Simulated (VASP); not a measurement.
# V (Im-3m) in VASP: further runs, part 2 of 2

VASP 6.6.1.

## 4. Single point, PBE, collinear spin, ferromagnetic start

INCAR reads:

```
ALGO     = Normal         # electronic algorithm
EDIFF    = 1E-7           # SCF threshold, eV
ENCUT    = 520            # plane-wave cutoff, eV
GGA      = PE             # functional
ISIF     = 2              # what is computed and relaxed
ISMEAR   = 0              # smearing method
ISPIN    = 2              # spin polarisation
LASPH    = T              # aspherical terms in the spheres
LCHARG   = F              # write CHGCAR
LMAXMIX  = 4              # l up to which the mixer works
LORBIT   = 11             # projections on sites
LREAL    = F              # projectors in reciprocal space
LWAVE    = F              # write WAVECAR
MAGMOM   = 2              # initial moments
NBANDS   = 16             # bands
NELM     = 150            # most SCF steps
PREC     = Accurate       # precision mode
SIGMA    = 0.022          # smearing width, eV
```

KPOINTS reads:

```
k-points
0
Gamma
  12 12 12
```

POSCAR reads:

```
V
1.0
   -1.5143500000      1.5143500000      1.5143500000
    1.5143500000     -1.5143500000      1.5143500000
    1.5143500000      1.5143500000     -1.5143500000
V
1
Direct
    0.0000000000      0.0000000000      0.0000000000
```

Potentials or basis: VASP PAW PBE potentials, release 64 (V_sv).

Command:

```bash
> cat potpaw_PBE.64/V_sv/POTCAR > POTCAR
> mpirun -np 1 vasp_std > vasp.out
```

OUTCAR:

```text
EDIFF = 1E-7
   ENCUT = 520
   GGA = PE
   ISIF = 2
   ISMEAR = 0
   ISPIN = 2
   LASPH = T
   LORBIT = 11
   LREAL = F
   NELM = 150
   PREC = Accurate

 ion  position               nearest neighbor table
   1  0.000  0.000  0.000-

  LATTYP: Found a body centered cubic cell.
 ALAT       =     3.0287000000

  Lattice vectors:

 A1 = (  -1.5143500000,   1.5143500000,   1.5143500000)
 A2 = (   1.5143500000,  -1.5143500000,   1.5143500000)
 A3 = (   1.5143500000,   1.5143500000,  -1.5143500000)

Analysis of symmetry for initial positions (statically):
=====================================================================
 Subroutine PRICEL returns:
 Original cell was already a primitive cell.

 Routine SETGRP: Setting up the symmetry group for a
 body centered cubic supercell.

 Subroutine GETGRP returns: Found 48 space group operations
 (whereof 48 operations were pure point group operations)
 out of a pool of 48 trial point group operations.

The static configuration has the point symmetry O_h .

Analysis of symmetry for dynamics (positions and initial velocities):
=====================================================================
 Subroutine PRICEL returns:
 Original cell was already a primitive cell.

 Routine SETGRP: Setting up the symmetry group for a
 body centered cubic supercell.

 Subroutine GETGRP returns: Found 48 space group operations
 (whereof 48 operations were pure point group operations)
 out of a pool of 48 trial point group operations.

The dynamic configuration has the point symmetry O_h .

Analysis of structural, dynamic, and magnetic symmetry:
=====================================================================
 Subroutine PRICEL returns:
 Original cell was already a primitive cell.

 Routine SETGRP: Setting up the symmetry group for a
 body centered cubic supercell.

 Subroutine GETGRP returns: Found 48 space group operations
 (whereof 48 operations were pure point group operations)
 out of a pool of 48 trial point group operations.

[... 132 lines left out ...]
  volume of cell :       13.89
 maximum number of plane-waves:       384
   NGX =  9   NGY =  9   NGZ =  9

 number of electron      12.9999997 magnetization       0.1257953

 Free energy of the ion-electron system (eV)
  ---------------------------------------------------
  ext. energy  EPLUGINS =         0.00000000
  ---------------------------------------------------
  free energy    TOTEN  =        -8.97829551 eV

  energy without entropy =       -8.97784378  energy(sigma->0) =       -8.97806965

 E-fermi :   9.2916     XC(G=0): -12.7396

 val. band max:        9.2903079450   @ k =  -0.2500   0.2500   0.1667
 cond. band min:       9.3047320285   @ k =  -0.3333   0.3333   0.1667
 fundamental gap:      0.0144240835
 Fermi energy:         9.2915607757

 spin component 1

 k-point     1 :       0.0000    0.0000    0.0000
  band No.  band energies     occupation
      1     -54.4882      1.00000
      2     -27.8356      1.00000
      3     -27.8356      1.00000
      4     -27.8356      1.00000
      5       2.7778      1.00000
      6       9.6663      0.00000
[... 435 lines left out ...]
      5       6.6480      1.00000
      6       8.1083      1.00000
[... 8 lines left out ...]
     15      38.0224      0.00000
     16      38.4678      0.00000

 [... further k-points ...]

 spin component 2

 k-point     1 :       0.0000    0.0000    0.0000
  band No.  band energies     occupation
      1     -54.3881      1.00000
      2     -27.7361      1.00000
      3     -27.7361      1.00000
      4     -27.7361      1.00000
      5       2.8437      1.00000
      6       9.7875      0.00000
[... 435 lines left out ...]
      5       6.7337      1.00000
      6       8.2209      1.00000
[... 8 lines left out ...]
     15      38.0997      0.00000
     16      38.5424      0.00000

 [... further k-points ...]

------------------------ aborting loop because EDIFF is reached ----------------------------------------

  FORCE on cell =-STRESS in cart. coord.  units (eV):
  Direction    XX          YY          ZZ          XY          YZ          ZX
  --------------------------------------------------------------------------------------
  -------------------------------------------------------------------------------------
  Total       -0.4378240     -0.4378240     -0.4378240     -0.0000000     -0.0000000     -0.0000000
  in kB      -50.4976697    -50.4976697    -50.4976697     -0.0000000     -0.0000000     -0.0000000
  external PRESSURE =     -50.4976697 kB  Pullay stress =       0.0000000 kB

 VOLUME and BASIS-vectors are now :
 -----------------------------------------------------------------------------
  energy-cutoff  :      520.00
  volume of cell :       13.89
      direct lattice vectors                 reciprocal lattice vectors
    -1.514350000  1.514350000  1.514350000     0.000000000  0.330174662  0.330174662
     1.514350000 -1.514350000  1.514350000     0.330174662  0.000000000  0.330174662
     1.514350000  1.514350000 -1.514350000     0.330174662  0.330174662  0.000000000

 POSITION                                       TOTAL-FORCE (eV/Angst)
 -----------------------------------------------------------------------------------
      0.00000      0.00000      0.00000         0.000000      0.000000      0.000000
 -----------------------------------------------------------------------------------
    total drift:                                0.000000     -0.000000      0.000000

  FREE ENERGIE OF THE ION-ELECTRON SYSTEM (eV)
  ---------------------------------------------------
  free  energy   TOTEN  =        -8.9782955124 eV

  energy  without entropy=       -8.9778437796  energy(sigma->0) =       -8.97806965

 total charge

# of ion       s       p       d       tot
------------------------------------------
    1        2.332   6.214   3.052  11.597

 magnetization (x)

# of ion       s       p       d       tot
------------------------------------------
    1        0.001   0.004   0.104   0.109
```

OSZICAR:

```text
N       E                     dE             d eps       ncg     rms          rms(c)
DAV:   1     0.922959327808E+02    0.92296E+02   -0.64638E+03  4648   0.880E+02
DAV:   2    -0.830431771589E+01   -0.10060E+03   -0.96423E+02  5104   0.269E+02
DAV:   3    -0.985329238276E+01   -0.15490E+01   -0.15477E+01  5192   0.362E+01
DAV:   4    -0.985951458367E+01   -0.62222E-02   -0.62221E-02  5512   0.242E+00
DAV:   5    -0.985957010235E+01   -0.55519E-04   -0.55518E-04  5200   0.213E-01    0.192E+01
DAV:   6    -0.895149075208E+01    0.90808E+00   -0.17899E+00  4712   0.216E+01    0.266E+00
DAV:   7    -0.897576331830E+01   -0.24273E-01   -0.12557E-01  5016   0.323E+00    0.199E+00
DAV:   8    -0.898124071156E+01   -0.54774E-02   -0.62807E-03  4968   0.968E-01    0.805E-01
DAV:   9    -0.897813395170E+01    0.31068E-02   -0.14976E-03  5376   0.452E-01    0.202E-01
DAV:  10    -0.897819207756E+01   -0.58126E-04   -0.55800E-04  4928   0.238E-01    0.772E-02
DAV:  11    -0.897827111946E+01   -0.79042E-04   -0.36285E-05  5032   0.566E-02    0.476E-02
DAV:  12    -0.897829586755E+01   -0.24748E-04   -0.60814E-06  5168   0.259E-02    0.182E-02
DAV:  13    -0.897829478735E+01    0.10802E-05   -0.18648E-06  4984   0.146E-02    0.799E-03
DAV:  14    -0.897829511168E+01   -0.32433E-06   -0.11727E-06  4920   0.108E-02    0.253E-03
DAV:  15    -0.897829537746E+01   -0.26578E-06   -0.65152E-08  3632   0.228E-03    0.108E-03
DAV:  16    -0.897829551948E+01   -0.14201E-06   -0.53503E-09  2360   0.840E-04    0.424E-04
DAV:  17    -0.897829551238E+01    0.70927E-08   -0.35400E-09  2344   0.413E-04
   1 F= -.89782955E+01 E0= -.89780696E+01  d E =-.451733E-03  mag=     0.1258
```

Run time: 39 s. Hardware: 1 thread of Intel Xeon Platinum 8488C (Sapphire Rapids), shared host; peak memory 0.14 GiB.

Results:

| Quantity | Value |
| --- | --- |
| Free energy | -8.9783 eV |
| Pressure | -5.0 GPa |
| Net moment | 0.13 μB per cell |
| Site moments | V +0.11 μB |
| Valence electrons inside the program's atomic spheres | V 11.60 |

## 5. Single point, PBE, collinear spin, ferromagnetic start

INCAR reads:

```
SYSTEM = V
PREC     = Accurate       ! precision mode
ENCUT    = 520            ! plane-wave cutoff, eV
EDIFF    = 1E-6           ! SCF threshold, eV
ISMEAR   = 0              ! smearing method
SIGMA    = 0.023          ! smearing width, eV
LREAL    = .FALSE.        ! projectors in reciprocal space
LASPH    = .TRUE.         ! aspherical terms in the spheres
NELM     = 150            ! most SCF steps
ALGO     = Normal         ! electronic algorithm
ISIF     = 2              ! what is computed and relaxed
LWAVE    = .FALSE.        ! write WAVECAR
LCHARG   = .TRUE.         ! write CHGCAR
ISPIN    = 2              ! spin polarisation
MAGMOM   = 2              ! initial moments
LORBIT   = 11             ! projections on sites
LMAXMIX  = 4              ! l up to which the mixer works
GGA      = PE             ! functional
LELF     = .TRUE.         ! ELF
LVHAR    = .TRUE.       
NBANDS   = 16             ! bands
```

KPOINTS reads:

```
regular mesh
0
G
  12 12 12
  0 0 0
```

POSCAR is that of step 4.

Command:

```bash
> cat potpaw_PBE.64/V_sv/POTCAR > POTCAR
> mpirun -np 1 vasp_std > vasp.out
```

It took 37 s on 1 thread of Intel Xeon Platinum 8488C (Sapphire Rapids), shared host; peak memory 0.15 GiB.

It converged, with:

| Quantity | Value |
| --- | --- |
| Free energy | -8.9783 eV |
| Pressure | -5.1 GPa |
| Net moment | 0.13 μB per cell |
| Site moments | V +0.11 μB |
| Valence electrons inside the program's atomic spheres | V 11.60 |

Levels at points of the mesh, in eV from the Fermi level:
Spin up:
| k point | band 3 | band 4 | band 5 | band 6 | band 7 | band 8 | band 9 | band 10 |
| --- | --- | --- | --- | --- | --- | --- | --- | --- |
| (0.00, 0.00, 0.00) | -37.13 | -37.13 | -6.51 | 0.37 | 0.37 | 0.37 | 2.34 | 2.34 |
| (0.50, 0.00, 0.00) | -37.38 | -37.13 | -3.08 | -1.10 | 1.54 | 2.32 | 2.67 | 3.92 |
| (0.50, 0.50, 0.50) | -37.69 | -37.69 | -2.85 | -2.85 | 3.54 | 3.54 | 3.54 | 9.91 |
Spin down:
```tsv
k point	band 2	band 3	band 4	band 5	band 6	band 7	band 8	band 9	band 10	band 11
(0.00, 0.00, 0.00)	-37.03	-37.03	-37.03	-6.45	0.50	0.50	0.50	2.40	2.40	20.31
(0.50, 0.00, 0.00)	-37.84	-37.28	-37.03	-2.99	-0.98	1.60	2.40	2.74	4.04	9.87
(0.50, 0.50, 0.50)	-37.59	-37.59	-37.59	-2.79	-2.79	3.66	3.66	3.66	10.00	10.00
```

## 6. Single point, PBE, collinear spin, ferromagnetic start

INCAR reads:

```
PREC = Accurate ; ENCUT = 520
EDIFF = 1E-6 ; ISMEAR = 0
SIGMA = 0.024 ; LREAL = False
LASPH = True ; NELM = 150
ALGO = Fast ; ISIF = 2
LWAVE = False ; LCHARG = False
ISPIN = 2 ; MAGMOM = 2
LORBIT = 11 ; LMAXMIX = 4
GGA = PE ; NBANDS = 16
```

KPOINTS reads:

```
Automatic mesh
0
Gamma
  12 12 12
```

POSCAR is that of step 5.

Potentials or basis: VASP PAW PBE potentials, release 64 (V_sv).

Command:

```bash
> cat potpaw_PBE.64/V_sv/POTCAR > POTCAR
> mpirun -np 1 vasp_std > vasp.out
```

OUTCAR:

```text
PREC = Accurate
   ENCUT = 520
   EDIFF = 1E-6
   ISMEAR = 0
   LREAL = False
   LASPH = True
   NELM = 150
   ISIF = 2
   ISPIN = 2
   LORBIT = 11
   GGA = PE

 ion  position               nearest neighbor table
   1  0.000  0.000  0.000-

  LATTYP: Found a body centered cubic cell.
 ALAT       =     3.0287000000

  Lattice vectors:

 A1 = (  -1.5143500000,   1.5143500000,   1.5143500000)
 A2 = (   1.5143500000,  -1.5143500000,   1.5143500000)
[... 1120 lines left out ...]
  --------------------------------------------------------------------------------------
  -------------------------------------------------------------------------------------
  Total       -0.4429889     -0.4429889     -0.4429889     -0.0000000     -0.0000000     -0.0000000
  in kB      -51.0933828    -51.0933828    -51.0933828     -0.0000000     -0.0000000     -0.0000000
  external PRESSURE =     -51.0933828 kB  Pullay stress =       0.0000000 kB

 VOLUME and BASIS-vectors are now :
 -----------------------------------------------------------------------------
  energy-cutoff  :      520.00
  volume of cell :       13.89
      direct lattice vectors                 reciprocal lattice vectors
    -1.514350000  1.514350000  1.514350000     0.000000000  0.330174662  0.330174662
     1.514350000 -1.514350000  1.514350000     0.330174662  0.000000000  0.330174662
     1.514350000  1.514350000 -1.514350000     0.330174662  0.330174662  0.000000000

 POSITION                                       TOTAL-FORCE (eV/Angst)
 -----------------------------------------------------------------------------------
      0.00000      0.00000      0.00000         0.000000      0.000000      0.000000
 -----------------------------------------------------------------------------------
    total drift:                                0.000000      0.000000      0.000000

  FREE ENERGIE OF THE ION-ELECTRON SYSTEM (eV)
  ---------------------------------------------------
  free  energy   TOTEN  =        -8.9783377886 eV

  energy  without entropy=       -8.9778048652  energy(sigma->0) =       -8.97807133

 total charge

# of ion       s       p       d       tot
------------------------------------------
    1        2.332   6.214   3.052  11.597

 magnetization (x)

# of ion       s       p       d       tot
------------------------------------------
    1        0.001   0.004   0.104   0.109
```

Run time: 34 s. Hardware: 1 thread of Intel Xeon Platinum 8488C (Sapphire Rapids), shared host; peak memory 0.14 GiB.

Results:

* Free energy: -8.9783 eV
* Pressure: -5.1 GPa
* Net moment: 0.12 μB per cell
* Site moments: V +0.11 μB
* Valence electrons inside the program's atomic spheres: V 11.60

## 7. The runs side by side

| smearing | gap on the mesh (eV) | pressure (GPa) | moment (μB) |
| --- | --- | --- | --- |
| gaussian 0.017 eV | none | -5.0 | 0.12 |
| gaussian 0.018 eV | none | -5.0 | 0.12 |
| gaussian 0.022 eV | none | -5.0 | 0.13 |
| gaussian 0.023 eV | none | -5.1 | 0.13 |
| gaussian 0.024 eV | none | -5.1 | 0.12 |

Alike in all rows: task single point; level PBE; potentials or basis VASP PAW PBE potentials, release 64 (V_sv); spin collinear, ferromagnetic start; cell as given; k mesh 12 × 12 × 12; cutoff (eV) 520.

Every run on the cell as given and a fine mesh finds a metal.

Absolute energies hang on the potentials; compare differences alone.
